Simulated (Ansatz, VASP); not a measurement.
Two plane-wave programs on ZrZn4N

```
Zr Zn N
1.0
     4.74735    0.00000    0.00000
    -2.37368    4.11133    0.00000
     0.00000    0.00000    9.02512
Zr Zn N
1 4 1
Direct
  0.00000 0.00000 0.00000
  0.00000 0.00000 0.69950
  0.00000 0.00000 0.30050
  0.33333 0.66667 0.00000
  0.66667 0.33333 0.00000
  0.00000 0.00000 0.50000
```

Alike in both runs: functional PBE; k mesh 6 × 6 × 2; occupations gaussian, width 0.1 eV; no spin polarisation.

Ansatz relaxed the structure, and its values are those at the end. VASP's run is a single point on that final structure, the one shown.

|  | VASP | Ansatz |
| --- | --- | --- |
| version | VASP 6.6.1 | Ansatz 0.2.0 |
| potentials or method | VASP PAW PBE potentials, release 64 (Zr_sv, Zn, N), cutoff 520 eV | scalar-relativistic, plane waves, PAW |
| valence electrons in the cell | 65 | 65 |

|  | VASP | Ansatz | Ansatz less VASP |
| --- | --- | --- | --- |
| gap on the k mesh at the Fermi level (eV) | none | none | - |
| pressure (GPa) | 0.2 | 0.0 | -0.22 |
| rms of the force components (eV/Å) | 0.040 | 0.002 | -0.0371 |

A gap of «none» marks a metal or a gap that the smearing closes. The functional is the same, so the differences come from potentials, cutoffs and numerics.
